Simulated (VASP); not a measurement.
# LiCl (I4/mmm) in VASP: a series of runs, part 2 of 2

VASP 6.6.1.

## (4) Single point, r2SCAN

This run uses another cell than the first one, of the same volume but with other edges.

File POSCAR:

```
LiCl
1.0
    0.0000000000      2.3499878365      3.0549841874
    2.3499878365      0.0000000000      3.0549841874
    2.3499878365      2.3499878365      0.0000000000
Li Cl
1 1
Direct
    0.0000000000      0.0000000000      0.0000000000
    0.5000000000      0.5000000000      0.5000000000
```

File INCAR.step1:

```
PREC = Accurate ; ENCUT = 520
ISMEAR = 0 ; SIGMA = 0.05
LREAL = False ; LASPH = True
NELM = 100 ; NBANDS = 12
GGA = PE ; ALGO = Normal
EDIFF = 1E-4 ; LWAVE = True
LCHARG = False
```

File INCAR.step2:

```
PREC = Accurate ; ENCUT = 520
EDIFF = 1E-6 ; ISMEAR = 0
SIGMA = 0.05 ; LREAL = False
LASPH = True ; NELM = 100
ALGO = Normal ; ISIF = 2
LWAVE = False ; LCHARG = False
METAGGA = R2SCAN ; LMIXTAU = True
NBANDS = 12 ; ISTART = 1
```

File KPOINTS:

```
Automatic mesh
0
Gamma
  8 8 8
```

Potentials or basis: VASP PAW PBE potentials, release 64 (Li_sv, Cl).

Command:

```sh
cat potpaw_PBE.64/Li_sv/POTCAR potpaw_PBE.64/Cl/POTCAR > POTCAR
cp INCAR.step1 INCAR
mpirun -np 1 vasp_std > vasp.out
cp INCAR.step2 INCAR
mpirun -np 1 vasp_std > vasp.out
```

OUTCAR:

```text
PREC = Accurate
   ENCUT = 520
   EDIFF = 1E-6
   ISMEAR = 0
   LREAL = False
   LASPH = True
   NELM = 100
   ISIF = 2
   METAGGA = R2SCAN
   ISTART = 1

 ion  position               nearest neighbor table
   1  0.000  0.000  0.000-   2 2.35   2 2.35   2 2.35   2 2.35
   2  0.500  0.500  0.500-   1 2.35   1 2.35   1 2.35   1 2.35

  LATTYP: Found a body centered tetragonal cell.
 ALAT       =     3.3233846698
 C/A-ratio  =     1.8384776311

  Lattice vectors:

 A1 = (  -2.3499878365,   0.0000000000,   3.0549841874)
 A2 = (   2.3499878365,   0.0000000000,   3.0549841874)
 A3 = (   0.0000000000,   2.3499878365,  -3.0549841874)

Analysis of symmetry for initial positions (statically):
=====================================================================
 Subroutine PRICEL returns:
 Original cell was already a primitive cell.

 Routine SETGRP: Setting up the symmetry group for a
 body centered tetragonal supercell.

 Subroutine GETGRP returns: Found 16 space group operations
 (whereof 16 operations were pure point group operations)
 out of a pool of 16 trial point group operations.

The static configuration has the point symmetry D_4h.

Analysis of symmetry for dynamics (positions and initial velocities):
=====================================================================
 Subroutine PRICEL returns:
 Original cell was already a primitive cell.

 Routine SETGRP: Setting up the symmetry group for a
 body centered tetragonal supercell.

 Subroutine GETGRP returns: Found 16 space group operations
 (whereof 16 operations were pure point group operations)
 out of a pool of 16 trial point group operations.

The dynamic configuration has the point symmetry D_4h.

 Subroutine INISYM returns: Found 16 space group operations
 (whereof 16 operations are pure point group operations),
 and found     1 'primitive' translations

----------------------------------------------------------------------------------------

                                     Primitive cell

  volume of cell :      33.7420

  direct lattice vectors                    reciprocal lattice vectors
     0.000000000  2.349987836  3.054984187    -0.212767059  0.212767059  0.163666968
     2.349987836  0.000000000  3.054984187     0.212767059 -0.212767059  0.163666968
     2.349987836  2.349987836  0.000000000     0.212767059  0.212767059 -0.163666968

  length of vectors
     3.854266625  3.854266625  3.323384670     0.342529589  0.342529589  0.342529589

  position of ions in fractional coordinates (direct lattice)
     0.000000000  0.000000000  0.000000000
     0.500000000  0.500000000  0.500000000

  ion indices of the primitive-cell ions
   primitive index   ion index
                 1           1
                 2           2

----------------------------------------------------------------------------------------

 KPOINTS: Automatic mesh

Automatic generation of k-mesh.
 Grid dimensions read from file:
 generate k-points for:    8    8    8

 Generating k-lattice:

  Cartesian coordinates                     Fractional coordinates (reciprocal lattice)
    -0.026595882  0.026595882  0.020458371     0.125000000  0.000000000  0.000000000
     0.026595882 -0.026595882  0.020458371     0.000000000  0.125000000  0.000000000
     0.026595882  0.026595882 -0.020458371     0.000000000  0.000000000  0.125000000

  Length of vectors
     0.042816199  0.042816199  0.042816199

  Shift w.r.t. Gamma in fractional coordinates (k-lattice)
     0.000000000  0.000000000  0.000000000

 Subroutine IBZKPT returns following result:
 ===========================================

 Found     59 irreducible k-points:

 Following reciprocal coordinates:
            Coordinates               Weight
  0.000000  0.000000  0.000000      1.000000
  0.125000  0.000000  0.000000      8.000000
  0.250000  0.000000  0.000000      8.000000
  0.375000  0.000000  0.000000      8.000000
  0.500000  0.000000  0.000000      4.000000
  0.125000  0.125000  0.000000      2.000000
[... 16 lines left out ...]
  0.250000  0.000000  0.125000     16.000000
  0.375000  0.000000  0.125000     16.000000
 [... further k-points ...]
   k-points           NKPTS =     59   k-points in BZ     NKDIM =     59   number of bands    NBANDS=     12
   number of dos      NEDOS =    301   number of ions     NIONS =      2
   total plane-waves  NPLWV =  25200
   dimension x,y,z NGX =    30 NGY =   30 NGZ =   28
   dimension x,y,z NGXF=    60 NGYF=   60 NGZF=   56
   ions per type =               1   1
   NGX,Y,Z   is equivalent  to a cutoff of  12.94, 12.94, 14.01 a.u.
   NGXF,Y,Z  is equivalent  to a cutoff of  25.88, 25.88, 28.01 a.u.
 SYSTEM =  unknown system
   PREC   = accura    normal or accurate (medium, high low for compatibility)
   ISTART =      1    job   : 0-new  1-cont  2-samecut
   ICHARG =      0    charge: 1-file 2-atom 10-const
   ISPIN  =      1    spin polarized calculation?
   LNONCOLLINEAR =      F non collinear calculations
   LSORBIT =      F    spin-orbit coupling
   LASPH  =      T    aspherical Exc in radial PAW
   ENCUT  =  520.0 eV  38.22 Ry    6.18 a.u.   7.17  7.17  6.18*2*pi/ulx,y,z
   NELM   =    100;   NELMIN=  2; NELMDL=  0     # of ELM steps
   EDIFF  = 0.1E-05   stopping-criterion for ELM
   LREAL  =      F    real-space projection
   EDIFFG = 0.1E-04   stopping-criterion for IOM
   NSW    =      0    number of steps for IOM
   IBRION =     -1    ionic relax: 0-MD 1-quasi-New 2-CG
   NFREE  =      0    steps in history (QN), initial steepest desc. (CG)
   ISIF   =      2    stress and relaxation
   ISYM   =      2    0-nonsym 1-usesym 2-fastsym
   POTIM  = 0.5000    time-step for ionic-motion
   TEBEG  =    0.0;   TEEND  =   0.0 temperature during run
   PSTRESS=    0.0 pullay stress
   NELECT =      10.0000    total number of electrons
   NUPDOWN=      -1.0000    fix difference up-down
   EMIN   =  10.00;   EMAX   =-10.00  energy-range for DOS
   EFERMI =   0.00;   METHOD = LEGACY
   ISMEAR =     0;   SIGMA  =   0.05  broadening in eV -4-tet -1-fermi 0-gaus
   EFERMI_NEDOS =   21; number of points for ismear=-14 and -15
   IALGO  =     38    algorithm
   IMIX   =      4    mixing-type and parameters
     AMIX     =   0.40;   BMIX     =  1.00
     AMIX_MAG =   1.60;   BMIX_MAG =  1.00
  volume/ion in A,a.u.               =      16.87       113.85
  Fermi-wavevector in a.u.,A,eV,Ry     =   1.091486  2.062609 16.209183  1.191341
  Thomas-Fermi vector in A             =   2.227732
   LORBIT       =      0    0 simple, 1 ext, 2 COOP (PROOUT), +10 PAW based schemes
   METAGGA = R2SCAN    functional components
   LHFCALC =     F    Hartree Fock is set to
   AEXX    =    0.0000 exact exchange contribution
   IVDW    =     0    specifies the selected vdW correction
   LEPSILON=     F    determine dielectric tensor
   LRPA    =     F    only Hartree local field effects (RPA)
 non-spin polarized calculation
 Gauss-broadening in eV      SIGMA  =   0.05
  energy-cutoff  :      520.00
  volume of cell :       33.74
 maximum number of plane-waves:       924
 NGX is ok and might be reduce to    30

 number of electron       9.9999997 magnetization

 Free energy of the ion-electron system (eV)
  ---------------------------------------------------
  ext. energy  EPLUGINS =         0.00000000
  ---------------------------------------------------
  free energy    TOTEN  =       -12.43053646 eV

  energy without entropy =      -12.43053646  energy(sigma->0) =      -12.43053646

 E-fermi :   0.6681     XC(G=0):  -9.0790

 val. band max:        0.2624855075   @ k =  -0.2500   0.1250   0.0000
 cond. band min:       7.2397293671   @ k =   0.0000   0.0000   0.0000
 fundamental gap:      6.9772438596
 Fermi energy:         0.6680846118

 k-point     1 :       0.0000    0.0000    0.0000
  band No.  band energies     occupation
      1     -44.5057      2.00000
      2     -13.9358      2.00000
      3      -0.0205      2.00000
      4      -0.0205      2.00000
      5       0.0037      2.00000
      6       7.2397      0.00000
      7      11.6566      0.00000
      8      13.7507      0.00000
      9      13.8060      0.00000
     10      13.9971      0.00000
     11      13.9972      0.00000
     12      17.5416      0.00000
[... 331 lines left out ...]
 k-point    24 :       0.3750    0.0000    0.1250
  band No.  band energies     occupation
      1     -44.5018      2.00000
      2     -13.4213      2.00000
      3      -2.3028      2.00000
      4      -0.4448      2.00000
      5      -0.2360      2.00000
      6       8.2493      0.00000
      7      11.0285      0.00000
      8      11.2990      0.00000
      9      12.3510      0.00000
     10      15.0938      0.00000
     11      17.7543      0.00000
     12      19.6013      0.00000

 [... further k-points ...]
[... 5 lines left out ...]
  --------------------------------------------------------------------------------------
  -------------------------------------------------------------------------------------
  Total        1.3676198      1.3676198     -0.5446313      0.0000000      0.0000000     -0.0000000
  in kB       64.9390258     64.9390258    -25.8608600      0.0000000      0.0000000     -0.0000000
  external PRESSURE =      34.6723972 kB  Pullay stress =       0.0000000 kB

 VOLUME and BASIS-vectors are now :
 -----------------------------------------------------------------------------
  energy-cutoff  :      520.00
  volume of cell :       33.74
      direct lattice vectors                 reciprocal lattice vectors
     0.000000000  2.349987836  3.054984187    -0.212767059  0.212767059  0.163666968
     2.349987836  0.000000000  3.054984187     0.212767059 -0.212767059  0.163666968
     2.349987836  2.349987836  0.000000000     0.212767059  0.212767059 -0.163666968

 POSITION                                       TOTAL-FORCE (eV/Angst)
 -----------------------------------------------------------------------------------
      0.00000      0.00000      0.00000         0.000000      0.000000     -0.000000
      2.34999      2.34999      3.05498        -0.000000      0.000000      0.000000
 -----------------------------------------------------------------------------------
    total drift:                               -0.000000     -0.000000      0.000000

  FREE ENERGIE OF THE ION-ELECTRON SYSTEM (eV)
  ---------------------------------------------------
  free  energy   TOTEN  =       -12.4305364590 eV

  energy  without entropy=      -12.4305364590  energy(sigma->0) =      -12.43053646
```

OUTCAR.step1:

```text
PREC = Accurate
   ENCUT = 520
   ISMEAR = 0
   LREAL = False
   LASPH = True
[... 585 lines left out ...]
      0.00000      0.00000      0.00000         0.000000     -0.000000      0.000000
      2.34999      2.34999      3.05498        -0.000000      0.000000      0.000000
 -----------------------------------------------------------------------------------
    total drift:                               -0.000000     -0.000000      0.000000

  FREE ENERGIE OF THE ION-ELECTRON SYSTEM (eV)
  ---------------------------------------------------
  free  energy   TOTEN  =        -7.2396743477 eV

  energy  without entropy=       -7.2396743477  energy(sigma->0) =       -7.23967435
```

OSZICAR.step1:

```text
N       E                     dE             d eps       ncg     rms          rms(c)
DAV:   1     0.422244556818E+02    0.42224E+02   -0.40560E+03  1424   0.766E+02
DAV:   2    -0.478270498561E+01   -0.47007E+02   -0.45088E+02  1848   0.146E+02
DAV:   3    -0.728260005525E+01   -0.24999E+01   -0.24938E+01  1892   0.343E+01
DAV:   4    -0.734491290974E+01   -0.62313E-01   -0.62295E-01  2064   0.552E+00
DAV:   5    -0.734548767241E+01   -0.57476E-03   -0.57475E-03  1888   0.485E-01    0.253E+00
DAV:   6    -0.723873720896E+01    0.10675E+00   -0.20252E-01  1784   0.207E+00    0.182E+00
DAV:   7    -0.723426623395E+01    0.44710E-02   -0.71654E-02  1968   0.139E+00    0.103E+00
DAV:   8    -0.723975484460E+01   -0.54886E-02   -0.10675E-02  1648   0.682E-01    0.192E-01
DAV:   9    -0.723967434772E+01    0.80497E-04   -0.29883E-04  1860   0.124E-01
   1 F= -.72396743E+01 E0= -.72396743E+01  d E =-.275011E-17
```

Wall time 3.6 min (1 thread of Intel Xeon 8259CL, shared host); peak memory 0.17 GiB.

Results:

| Quantity | Value |
| --- | --- |
| Free energy | -12.4305 eV |
| Band gap on the k mesh | 6.98 eV (least direct gap 7.13 eV) |

Levels at points of the mesh, in eV from the valence-band top:
```
           k point  band 1  band 2  band 3  band 4  band 5  band 6  band 7  band 8  band 9  band 10
(0.00, 0.00, 0.00)  -44.77  -14.20   -0.28   -0.28   -0.26    6.98   11.39   13.49   13.54    13.73
(0.50, 0.00, 0.00)  -44.76  -13.63   -3.04   -0.81   -0.01    7.12    9.95   11.23   13.62    17.43
(0.50, 0.50, 0.00)  -44.77  -13.73   -3.03   -0.74   -0.74    9.66    9.81   11.41   17.15    17.16
(0.50, 0.00, 0.50)  -44.76  -13.14   -3.20   -2.41   -0.72    8.78    8.89   12.79   14.67    16.14
```

Caveat: the cutoff is under 1.25 times the usual one of these potentials, so pressure, stress and relaxed cells hold a basis-set (Pulay) error; the PAW data sets were made with another functional, which shifts forces and pressure a little. A k mesh can miss the band edges.

## (5) Single point, r2SCAN

This run uses another cell than the first one, of the same volume but with other edges.

File POSCAR:

```
LiCl
1.0
    0.0000000000      2.6370444846      2.4260809259
    2.6370444846      0.0000000000      2.4260809259
    2.6370444846      2.6370444846      0.0000000000
Li Cl
1 1
Direct
    0.0000000000      0.0000000000      0.0000000000
    0.5000000000      0.5000000000      0.5000000000
```

File INCAR.step1:

```
SYSTEM = LiCl
PREC = Accurate
ENCUT = 520
ISMEAR = 0
SIGMA = 0.05
LREAL = .FALSE.
LASPH = .TRUE.
NELM = 80
NBANDS = 12
GGA = PE
ALGO = Normal
EDIFF = 1E-4
LWAVE = .TRUE.
LCHARG = .FALSE.
```

File INCAR.step2:

```
SYSTEM = LiCl
PREC = Accurate
ENCUT = 520
EDIFF = 1E-7
ISMEAR = 0
SIGMA = 0.05
LREAL = .FALSE.
LASPH = .TRUE.
NELM = 80
ALGO = Normal
ISIF = 2
LWAVE = .FALSE.
LCHARG = .FALSE.
METAGGA = R2SCAN
LMIXTAU = .TRUE.
NBANDS = 12
ISTART = 1
```

File KPOINTS:

```
regular mesh
0
G
  8 8 8
  0 0 0
```

Command:

```sh
cat potpaw_PBE.64/Li_sv/POTCAR potpaw_PBE.64/Cl/POTCAR > POTCAR
cp INCAR.step1 INCAR
mpirun -np 1 vasp_std > vasp.out
cp INCAR.step2 INCAR
mpirun -np 1 vasp_std > vasp.out
```

Run time: 3.2 min. Hardware: 1 thread of Intel Xeon 8259CL, shared host; peak memory 0.17 GiB.

Results (log left out):

| Item | Value |
| --- | --- |
| Free energy | -12.5674 eV |
| Band gap on the k mesh | 7.21 eV |

Levels at points of the mesh, in eV from the valence-band top:
```
           k point  band 2  band 3  band 4  band 5  band 6  band 7  band 8  band 9
(0.00, 0.00, 0.00)  -14.07   -0.28    0.00    0.00    7.21   12.40   12.40   13.11
(0.50, 0.00, 0.00)  -13.49   -2.92   -0.45   -0.26    7.42    9.89   10.69   14.10
(0.50, 0.50, 0.00)  -13.14   -3.01   -1.38   -1.38    8.58    8.65   14.35   14.96
(0.50, 0.00, 0.50)  -13.28   -3.02   -1.40   -0.84    8.81    9.03   13.11   14.69
```

Caveat: the cutoff is under 1.25 times the usual one of these potentials, so pressure, stress and relaxed cells hold a basis-set (Pulay) error; the PAW data sets were made with another functional, which shifts forces and pressure a little.

## (6) Overview

```csv
cell,gap on the mesh (eV)
"a = 3.770, b = 3.770, c = 3.413 Å, angles 63.1, 63.1, 53.8°, 2 atoms",7.18
"a = 3.534, b = 3.534, c = 3.940 Å, angles 56.1, 56.1, 67.8°, 2 atoms",7.01
"a = 3.854, b = 3.854, c = 3.323 Å, angles 64.5, 64.5, 51.1°, 2 atoms",6.98
"a = 3.583, b = 3.583, c = 3.729 Å, angles 58.6, 58.6, 62.7°, 2 atoms",7.21
```

Alike in all rows: task single point; level r2SCAN; potentials or basis VASP PAW PBE potentials, release 64 (Li_sv, Cl); no spin polarisation; k mesh 8 × 8 × 8; cutoff (eV) 520; smearing gaussian 0.05 eV.

Caveats: the cutoff is under 1.25 times the usual one of these potentials, so pressure, stress and relaxed cells hold a basis-set (Pulay) error; the PAW data sets were made with another functional, which shifts forces and pressure a little.

Total energies depend on the potentials used, so only differences within one code and one set of settings carry meaning.
